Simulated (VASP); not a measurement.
Input of a VASP 6.6.1 run:

File INCAR:

```
SYSTEM = Sn
PREC     = Accurate       ! precision mode
ENCUT    = 520            ! plane-wave cutoff, eV
EDIFF    = 1E-6           ! SCF threshold, eV
ISMEAR   = -1             ! smearing method
SIGMA    = 0.1            ! smearing width, eV
LREAL    = .FALSE.        ! projectors in reciprocal space
LASPH    = .TRUE.         ! aspherical terms in the spheres
NELM     = 100            ! most SCF steps
ALGO     = Normal         ! electronic algorithm
ISIF     = 2              ! what is computed and relaxed
LWAVE    = .FALSE.        ! write WAVECAR
LCHARG   = .FALSE.        ! write CHGCAR
GGA      = RP             ! functional
NBANDS   = 66             ! bands
```

KPOINTS

```
Automatic mesh
0
G
  6 6 6
  0 0 0
```

The input POSCAR:

```
Sn
1.0
    6.1937733291      0.0000000000      0.0000000000
    0.0000000000      6.1937733291      0.0000000000
    0.0000000000      0.0000000000      6.1937733291
Sn
8
Direct
    0.0000000000      0.0000000000      1.0000000000
    0.5000000000      0.5000000000      0.5000000000
    0.2500000000      1.0000000000      0.5000000000
    0.7500000000      1.0000000000      0.5000000000
    0.5000000000      0.2500000000      1.0000000000
    0.5000000000      0.7500000000      1.0000000000
    0.0000000000      0.5000000000      0.2500000000
    0.0000000000      0.5000000000      0.7500000000
```

Potentials or basis: VASP PAW PBE potentials, release 64 (Sn_d).

Run with:

```console
$ cat potpaw_PBE.64/Sn_d/POTCAR > POTCAR
$ mpirun -np 1 vasp_std > vasp.out
```

What does it give for the band gap on the k mesh?

Zero (bands 56 and 57 overlap by 1.46 eV).

What does it give for the pressure?

-0.4 GPa.

Caveat: the PAW data sets were made with another functional, which shifts forces and pressure a little; spin-orbit coupling is left out, which moves the levels of the heavy elements.
